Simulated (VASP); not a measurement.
# Co (P6_3/mmc) in VASP: notebook

The runs below take Co through single point, with PBE.

Everything below comes from runs of VASP 6.6.1. Logs are shortened: lines on timing, memory, paths and dates and some standing lists are left out, and cuts for length are marked.

## 1. The cell of the first run

Symmetry: P6_3/mmc, No. 194, hexagonal system. Conventional cell: a = 2.527 Å, b = 2.527 Å, c = 4.119 Å, α = 90.00°, β = 90.00°, γ = 120.00°. Co (site symmetry -6m2) has 12 Co at 2.52 to 2.53 Å within 3.3 Å.

## 2. Single point, PBE

File INCAR:

```
SYSTEM = Co
  PREC = Accurate
  ENCUT = 520
  EDIFF = 1E-6
  ISMEAR = -1
  SIGMA = 0.1
  LREAL = .FALSE.
  LASPH = .TRUE.
  NELM = 100
  ALGO = Normal
  ISIF = 2
  LWAVE = .FALSE.
  LCHARG = .FALSE.
  GGA = PE
  NBANDS = 16
```

File KPOINTS:

```
Automatic mesh
0
G
  13 13 7
  0 0 0
```

File POSCAR:

```
Co
1.0
    2.5270016500      0.0000000000      0.0000000000
   -1.2635008200      2.1884476200      0.0000000000
    0.0000000000      0.0000000000      4.1190000000
Co
2
Direct
    0.3333333300      0.6666666700      0.2500000000
    0.6666666700      0.3333333300      0.7500000000
```

Potentials or basis: VASP PAW PBE potentials, release 64 (Co).

The run is started by

```sh
cat potpaw_PBE.64/Co/POTCAR > POTCAR
mpirun -np 1 vasp_std > vasp.out
```

OUTCAR:

```text
SYSTEM = Co
   PREC = Accurate
   ENCUT = 520
   EDIFF = 1E-6
   ISMEAR = -1
   LREAL = .FALSE.
   LASPH = .TRUE.
   NELM = 100
   ISIF = 2
   GGA = PE

 ion  position               nearest neighbor table
   1  0.333  0.667  0.250-   2 2.52   2 2.52   2 2.52   2 2.52   2 2.52   2 2.52
   2  0.667  0.333  0.750-   1 2.52   1 2.52   1 2.52   1 2.52   1 2.52   1 2.52

  LATTYP: Found a hexagonal cell.
 ALAT       =     2.5270016500
 C/A-ratio  =     1.6299949784

  Lattice vectors:

 A1 = (   2.5270016500,   0.0000000000,   0.0000000000)
 A2 = (  -1.2635008200,   2.1884476200,   0.0000000000)
 A3 = (   0.0000000000,   0.0000000000,   4.1190000000)

Analysis of symmetry for initial positions (statically):
=====================================================================
 Subroutine PRICEL returns:
 Original cell was already a primitive cell.

 Routine SETGRP: Setting up the symmetry group for a
 hexagonal supercell.

 Subroutine GETGRP returns: Found 24 space group operations
 (whereof 12 operations were pure point group operations)
 out of a pool of 24 trial point group operations.

The static configuration has the point symmetry D_3d.
 The point group associated with its full space group is D_6h.

Analysis of symmetry for dynamics (positions and initial velocities):
=====================================================================
 Subroutine PRICEL returns:
 Original cell was already a primitive cell.

 Routine SETGRP: Setting up the symmetry group for a
 hexagonal supercell.

 Subroutine GETGRP returns: Found 24 space group operations
 (whereof 12 operations were pure point group operations)
 out of a pool of 24 trial point group operations.

The dynamic configuration has the point symmetry D_3d.
 The point group associated with its full space group is D_6h.

 Subroutine INISYM returns: Found 24 space group operations
 (whereof 12 operations are pure point group operations),
 and found     1 'primitive' translations

----------------------------------------------------------------------------------------

                                     Primitive cell

  volume of cell :      22.7789

  direct lattice vectors                    reciprocal lattice vectors
     2.527001650  0.000000000  0.000000000     0.395725899  0.228472454  0.000000000
    -1.263500820  2.188447620  0.000000000     0.000000000  0.456944910  0.000000000
     0.000000000  0.000000000  4.119000000     0.000000000  0.000000000  0.242777373

  length of vectors
     2.527001650  2.527001644  4.119000000     0.456944909  0.456944910  0.242777373

  position of ions in fractional coordinates (direct lattice)
     0.333333330  0.666666670  0.250000000
     0.666666670  0.333333330  0.750000000

  ion indices of the primitive-cell ions
   primitive index   ion index
                 1           1
                 2           2

----------------------------------------------------------------------------------------

 KPOINTS: Automatic mesh

Automatic generation of k-mesh.
 Grid dimensions read from file:
 generate k-points for:   13   13    7

 Generating k-lattice:

  Cartesian coordinates                     Fractional coordinates (reciprocal lattice)
     0.030440454  0.017574804  0.000000000     0.076923077  0.000000000  0.000000000
     0.000000000  0.035149608  0.000000000     0.000000000  0.076923077  0.000000000
     0.000000000  0.000000000  0.034682482     0.000000000  0.000000000  0.142857143

  Length of vectors
     0.035149608  0.035149608  0.034682482

  Shift w.r.t. Gamma in fractional coordinates (k-lattice)
     0.000000000  0.000000000  0.000000000

 Subroutine IBZKPT returns following result:
 ===========================================

 Found     84 irreducible k-points:

 Following reciprocal coordinates:
            Coordinates               Weight
  0.000000  0.000000  0.000000      1.000000
  0.076923  0.000000  0.000000      6.000000
  0.153846 -0.000000  0.000000      6.000000
  0.230769 -0.000000  0.000000      6.000000
  0.307692 -0.000000  0.000000      6.000000
  0.384615 -0.000000  0.000000      6.000000
[... 16 lines left out ...]
  0.076923  0.000000  0.142857     12.000000
  0.153846 -0.000000  0.142857     12.000000
 [... further k-points ...]
   k-points           NKPTS =     84   k-points in BZ     NKDIM =     84   number of bands    NBANDS=     16
   number of dos      NEDOS =    301   number of ions     NIONS =      2
   total plane-waves  NPLWV =  12800
   dimension x,y,z NGX =    20 NGY =   20 NGZ =   32
   dimension x,y,z NGXF=    40 NGYF=   40 NGZF=   64
   ions per type =               2
   NGX,Y,Z   is equivalent  to a cutoff of  13.16, 13.16, 12.92 a.u.
   NGXF,Y,Z  is equivalent  to a cutoff of  26.32, 26.32, 25.83 a.u.
 SYSTEM =  Co
   PREC   = accura    normal or accurate (medium, high low for compatibility)
   ISTART =      0    job   : 0-new  1-cont  2-samecut
   ICHARG =      2    charge: 1-file 2-atom 10-const
   ISPIN  =      1    spin polarized calculation?
   LNONCOLLINEAR =      F non collinear calculations
   LSORBIT =      F    spin-orbit coupling
   LASPH  =      T    aspherical Exc in radial PAW
   ENCUT  =  520.0 eV  38.22 Ry    6.18 a.u.   4.70  4.70  7.66*2*pi/ulx,y,z
   NELM   =    100;   NELMIN=  2; NELMDL= -5     # of ELM steps
   EDIFF  = 0.1E-05   stopping-criterion for ELM
   LREAL  =      F    real-space projection
   EDIFFG = 0.1E-04   stopping-criterion for IOM
   NSW    =      0    number of steps for IOM
   IBRION =     -1    ionic relax: 0-MD 1-quasi-New 2-CG
   NFREE  =      0    steps in history (QN), initial steepest desc. (CG)
   ISIF   =      2    stress and relaxation
   ISYM   =      2    0-nonsym 1-usesym 2-fastsym
   POTIM  = 0.5000    time-step for ionic-motion
   TEBEG  =    0.0;   TEEND  =   0.0 temperature during run
   PSTRESS=    0.0 pullay stress
   NELECT =      18.0000    total number of electrons
   NUPDOWN=      -1.0000    fix difference up-down
   EMIN   =  10.00;   EMAX   =-10.00  energy-range for DOS
   EFERMI =   0.00;   METHOD = LEGACY
   ISMEAR =    -1;   SIGMA  =   0.10  broadening in eV -4-tet -1-fermi 0-gaus
   EFERMI_NEDOS =   21; number of points for ismear=-14 and -15
   IALGO  =     38    algorithm
   IMIX   =      4    mixing-type and parameters
     AMIX     =   0.40;   BMIX     =  1.00
     AMIX_MAG =   1.60;   BMIX_MAG =  1.00
  volume/ion in A,a.u.               =      11.39        76.86
  Fermi-wavevector in a.u.,A,eV,Ry     =   1.513519  2.860136 31.167401  2.290739
  Thomas-Fermi vector in A             =   2.623299
   LORBIT       =      0    0 simple, 1 ext, 2 COOP (PROOUT), +10 PAW based schemes
   GGA     = PE    functional components
   LHFCALC =     F    Hartree Fock is set to
   AEXX    =    0.0000 exact exchange contribution
   IVDW    =     0    specifies the selected vdW correction
   LEPSILON=     F    determine dielectric tensor
   LRPA    =     F    only Hartree local field effects (RPA)
 non-spin polarized calculation
  energy-cutoff  :      520.00
  volume of cell :       22.78
 maximum number of plane-waves:       625
 NGX is ok and might be reduce to    20
   NGX =  9   NGY =  9   NGZ = 15

 number of electron      18.0000003 magnetization

 Free energy of the ion-electron system (eV)
  ---------------------------------------------------
  ext. energy  EPLUGINS =         0.00000000
  ---------------------------------------------------
  free energy    TOTEN  =       -13.59072049 eV

  energy without entropy =      -13.38831787  energy(sigma->0) =      -13.48951918

 E-fermi :   9.4389     XC(G=0): -13.1364

 val. band max:        9.4348599382   @ k =   0.3846   0.1538   0.1429
 cond. band min:       9.4399158294   @ k =   0.3846  -0.0000   0.0000
 fundamental gap:      0.0050558912
 Fermi energy:         9.4389268766

 k-point     1 :       0.0000    0.0000    0.0000
  band No.  band energies     occupation
      1       0.9442      2.00000
      2       5.1131      2.00000
      3       7.7474      2.00000
      4       7.8224      2.00000
      5       7.8224      2.00000
      6       8.1229      2.00000
[... 8 lines left out ...]
     15      33.5603      0.00000
     16      33.5603      0.00000

 k-point     2 :       0.0769    0.0000    0.0000
  band No.  band energies     occupation
      1       1.1456      2.00000
      2       5.2418      2.00000
      3       7.5894      2.00000
      4       7.9171      2.00000
      5       7.9489      2.00000
      6       8.0758      2.00000
[... 8 lines left out ...]
     15      31.6233      0.00000
     16      31.6940      0.00000

 k-point     3 :       0.1538   -0.0000    0.0000
  band No.  band energies     occupation
      1       1.7340      2.00000
      2       5.5774      2.00000
      3       7.3418      2.00000
      4       7.5508      2.00000
      5       7.9072      2.00000
      6       8.1872      1.99999
[... 8 lines left out ...]
     15      29.5183      0.00000
     16      30.7541      0.00000

 k-point     4 :       0.2308   -0.0000    0.0000
  band No.  band energies     occupation
      1       2.6537      2.00000
      2       5.9308      2.00000
      3       6.8918      2.00000
      4       7.1259      2.00000
      5       7.7753      2.00000
      6       8.1029      2.00000
[... 8 lines left out ...]
     15      27.5893      0.00000
     16      29.7973      0.00000
[... 324 lines left out ...]
 k-point    22 :       0.0000    0.0000    0.1429
  band No.  band energies     occupation
      1       1.1404      2.00000
      2       5.0155      2.00000
      3       7.6947      2.00000
      4       7.7778      2.00000
      5       7.7778      2.00000
      6       8.0716      2.00000
[... 8 lines left out ...]
     15      32.5695      0.00000
     16      33.6907      0.00000

 k-point    23 :       0.0769    0.0000    0.1429
  band No.  band energies     occupation
      1       1.3396      2.00000
      2       5.1536      2.00000
      3       7.5849      2.00000
      4       7.8284      2.00000
      5       7.8624      2.00000
      6       7.9058      2.00000
[... 8 lines left out ...]
     15      31.5734      0.00000
     16      31.8820      0.00000

 k-point    24 :       0.1538   -0.0000    0.1429
  band No.  band energies     occupation
      1       1.9201      2.00000
      2       5.5188      2.00000
      3       7.3212      2.00000
      4       7.3650      2.00000
      5       7.8301      2.00000
      6       8.0675      2.00000
[... 8 lines left out ...]
     15      29.7390      0.00000
     16      30.4829      0.00000

 [... further k-points ...]
[... 5 lines left out ...]
  --------------------------------------------------------------------------------------
  -------------------------------------------------------------------------------------
  Total       -2.5621211     -2.5621211     -2.9706290     -0.0000000      0.0000000      0.0000000
  in kB     -180.2091204   -180.2091197   -208.9418955     -0.0000004      0.0000000      0.0000000
  external PRESSURE =    -189.7867119 kB  Pullay stress =       0.0000000 kB

 VOLUME and BASIS-vectors are now :
 -----------------------------------------------------------------------------
  energy-cutoff  :      520.00
  volume of cell :       22.78
      direct lattice vectors                 reciprocal lattice vectors
     2.527001650  0.000000000  0.000000000     0.395725899  0.228472454  0.000000000
    -1.263500820  2.188447620  0.000000000     0.000000000  0.456944910  0.000000000
     0.000000000  0.000000000  4.119000000     0.000000000  0.000000000  0.242777373

 POSITION                                       TOTAL-FORCE (eV/Angst)
 -----------------------------------------------------------------------------------
     -0.00000      1.45897      1.02975         0.000000      0.000000      0.000000
      1.26350      0.72948      3.08925        -0.000000      0.000000      0.000000
 -----------------------------------------------------------------------------------
    total drift:                               -0.000000      0.000000     -0.000000

  FREE ENERGIE OF THE ION-ELECTRON SYSTEM (eV)
  ---------------------------------------------------
  free  energy   TOTEN  =       -13.5907204892 eV

  energy  without entropy=      -13.3883178661  energy(sigma->0) =      -13.48951918
```

It took 19 s on 1 thread of Intel Xeon Platinum 8488C (Sapphire Rapids), shared host; peak memory 0.15 GiB.

Results:

```yaml
Free_energy: -13.5907 eV
Pressure: -19.0 GPa
Band_gap_on_the_k_mesh: zero (band 9 reaches 9.75 eV, above the bottom of band 10 at 8.45 eV)
```

Caveat: the run has no spin polarisation, though such a crystal can be magnetic. Spin polarisation is off, so any magnetic state and its effect on volume and gap are missing.

## 3. Single point, PBE, collinear spin, ferromagnetic start

File INCAR:

```
SYSTEM = Co
  PREC = Accurate
  ENCUT = 520
  EDIFF = 1E-6
  ISMEAR = -1
  SIGMA = 0.1
  LREAL = .FALSE.
  LASPH = .TRUE.
  NELM = 150
  ALGO = Normal
  ISIF = 2
  LWAVE = .FALSE.
  LCHARG = .TRUE.
  ISPIN = 2
  MAGMOM = 3 3
  LORBIT = 11
  LMAXMIX = 4
  GGA = PE
  LELF = .TRUE.
  LVHAR = .TRUE.
  NBANDS = 20
```

File KPOINTS:

```
regular mesh
0
G
  13 13 7
  0 0 0
```

POSCAR is that of step 2.

Potentials or basis: VASP PAW PBE potentials, release 64 (Co).

The run is started by

```sh
cat potpaw_PBE.64/Co/POTCAR > POTCAR
mpirun -np 1 vasp_std > vasp.out
```

It took 48 s on 1 thread of Intel Xeon Platinum 8488C (Sapphire Rapids), shared host; peak memory 0.18 GiB.

Results (log left out):

| Quantity | Value |
| --- | --- |
| Free energy | -14.0674 eV |
| Pressure | -9.6 GPa |
| Net moment | 3.26 μB per cell |
| Site moments | Co +1.66 μB |
| Valence electrons inside the program's atomic spheres | Co 8.18 |

Stress tensor (GPa, compression positive):
```
 -9.16   0.00   0.00
  0.00  -9.16   0.00
  0.00   0.00 -10.39
```

Levels at points of the mesh, in eV from the Fermi level:
Spin up:
```tsv
k point	band 9	band 10	band 11	band 12	band 13	band 14
(0.00, 0.00, 0.00)	-1.91	-0.92	-0.92	-0.13	5.82	21.66
```
Spin down:
```csv
k point,band 5,band 6,band 7,band 8,band 9,band 10
"(0.00, 0.00, 0.00)",-0.87,-0.54,-0.54,-0.22,-0.11,-0.11
```

## 4. Single point, PBE, collinear spin, antiferromagnetic start

File INCAR:

```
SYSTEM = Co
ALGO = Normal
EDIFF = 1E-7
ENCUT = 520
GGA = PE
ISIF = 2
ISMEAR = -1
ISPIN = 2
LASPH = .TRUE.
LCHARG = .FALSE.
LMAXMIX = 4
LORBIT = 11
LREAL = .FALSE.
LWAVE = .FALSE.
MAGMOM = 3 -3
NBANDS = 20
NELM = 150
PREC = Accurate
SIGMA = 0.1
```

File KPOINTS:

```
k-points
0
G
  13 13 7
  0 0 0
```

POSCAR is that of step 3.

The run is started by

```sh
cat potpaw_PBE.64/Co/POTCAR > POTCAR
mpirun -np 1 vasp_std > vasp.out
```

Wall time 58 s (1 thread of Intel Xeon Platinum 8488C (Sapphire Rapids), shared host); peak memory 0.18 GiB.

It converged, with:

```
Free energy                                           : -13.6276 eV
Pressure                                              : -13.4 GPa
Band gap on the k mesh                                : zero (filled and empty bands overlap)
Net moment                                            : 0.00 μB per cell
Site moments                                          : Co +1.11, -1.11 μB
Valence electrons inside the program's atomic spheres : Co 8.18
```

Stress tensor (GPa, compression positive):
```
-14.10   0.00   0.00
  0.00 -14.10   0.00
  0.00   0.00 -11.97
```

Levels at points of the mesh, in eV from the Fermi level:
Spin up:
```tsv
k point	band 5	band 6	band 7	band 8	band 9	band 10	band 11	band 12	band 13	band 14
(0.00, 0.00, 0.00)	-1.79	-1.34	-1.34	-0.96	-0.96	-0.17	0.28	0.28	6.31	21.54
```
Spin down:
| k point | band 5 | band 6 | band 7 | band 8 | band 9 | band 10 | band 11 | band 12 | band 13 | band 14 |
| --- | --- | --- | --- | --- | --- | --- | --- | --- | --- | --- |
| (0.00, 0.00, 0.00) | -1.79 | -1.34 | -1.34 | -0.96 | -0.96 | -0.17 | 0.28 | 0.28 | 6.31 | 21.54 |

## 5. Single point, PBE, collinear spin, ferromagnetic start

File INCAR:

```
  PREC = Accurate
  ENCUT = 520
  EDIFF = 1E-6
  ISMEAR = -1
  SIGMA = 0.1
  LREAL = F
  LASPH = T
  NELM = 150
  ALGO = Normal
  ISIF = 2
  LWAVE = F
  LCHARG = F
  ISPIN = 2
  MAGMOM = 1.89 1.89
  LORBIT = 11
  LMAXMIX = 4
  GGA = PE
  NBANDS = 20
```

File KPOINTS:

```
regular mesh
0
Gamma
  13 13 7
```

POSCAR is that of step 4.

The run is started by

```sh
cat potpaw_PBE.64/Co/POTCAR > POTCAR
mpirun -np 1 vasp_std > vasp.out
```

It took 48 s on 1 thread of Intel Xeon Platinum 8488C (Sapphire Rapids), shared host; peak memory 0.18 GiB.

It converged, with:

* Free energy: -14.0674 eV
* Pressure: -9.5 GPa
* Net moment: 3.26 μB per cell
* Site moments: Co +1.66 μB
* Valence electrons inside the program's atomic spheres: Co 8.18

Stress tensor (GPa, compression positive):
```
 -9.13   0.00   0.00
  0.00  -9.13   0.00
  0.00   0.00 -10.36
```

Levels at points of the mesh, in eV from the Fermi level:
Spin up:
| k point | band 9 | band 10 | band 11 | band 12 | band 13 | band 14 |
| --- | --- | --- | --- | --- | --- | --- |
| (0.00, 0.00, 0.00) | -1.91 | -0.92 | -0.92 | -0.13 | 5.82 | 21.66 |
Spin down:
```
           k point  band 4  band 5  band 6  band 7  band 8  band 9  band 10  band 11
(0.00, 0.00, 0.00)   -0.87   -0.87   -0.54   -0.54   -0.22   -0.11    -0.11     1.00
```

## 6. Single point, PBE, collinear spin, antiferromagnetic start

File INCAR:

```
PREC     = Accurate       # precision mode
ENCUT    = 520            # plane-wave cutoff, eV
EDIFF    = 1E-6           # SCF threshold, eV
ISMEAR   = -1             # smearing method
SIGMA    = 0.1            # smearing width, eV
LREAL    = False          # projectors in reciprocal space
LASPH    = True           # aspherical terms in the spheres
NELM     = 150            # most SCF steps
ALGO     = Normal         # electronic algorithm
ISIF     = 2              # what is computed and relaxed
LWAVE    = False          # write WAVECAR
LCHARG   = False          # write CHGCAR
ISPIN    = 2              # spin polarisation
MAGMOM   = 3 -3           # initial moments
LORBIT   = 11             # projections on sites
LMAXMIX  = 4              # l up to which the mixer works
GGA      = PE             # functional
NBANDS   = 20             # bands
```

File KPOINTS:

```
Automatic mesh
0
Gamma
  13 13 7
```

POSCAR is that of step 5.

Potentials or basis: VASP PAW PBE potentials, release 64 (Co).

The run is started by

```sh
cat potpaw_PBE.64/Co/POTCAR > POTCAR
mpirun -np 1 vasp_std > vasp.out
```

Wall time 58 s (1 thread of Intel Xeon Platinum 8488C (Sapphire Rapids), shared host); peak memory 0.18 GiB.

Results (log left out):

| Item | Value |
| --- | --- |
| Free energy | -13.6276 eV |
| Pressure | -13.4 GPa |
| Band gap on the k mesh | zero (filled and empty bands overlap) |
| Net moment | 0.00 μB per cell |
| Site moments | Co +1.11, -1.11 μB |
| Valence electrons inside the program's atomic spheres | Co 8.18 |

Stress tensor (GPa, compression positive):
```
-14.10   0.00   0.00
  0.00 -14.10   0.00
  0.00   0.00 -11.98
```

Levels at points of the mesh, in eV from the Fermi level:
Spin up:
```tsv
k point	band 6	band 7	band 8	band 9	band 10	band 11	band 12	band 13
(0.00, 0.00, 0.00)	-1.34	-1.34	-0.96	-0.96	-0.17	0.28	0.28	6.31
```
Spin down:
```tsv
k point	band 5	band 6	band 7	band 8	band 9	band 10	band 11	band 12	band 13	band 14
(0.00, 0.00, 0.00)	-1.79	-1.34	-1.34	-0.96	-0.96	-0.17	0.28	0.28	6.31	21.54
```

## 7. Summary

```csv
spin,gap on the mesh (eV),pressure (GPa),moment (μB)
off,none,-19.0,-
"collinear, ferromagnetic start",none,-9.5,3.26
"collinear, antiferromagnetic start",none,-13.4,0.00
```

Alike in all rows: task single point; level PBE; potentials or basis VASP PAW PBE potentials, release 64 (Co); cell as given; k mesh 13 × 13 × 7; cutoff (eV) 520; smearing fermi-dirac 0.1 eV.

Every run on the cell as given and a fine mesh finds a metal.

Absolute energies hang on the potentials; compare differences alone.
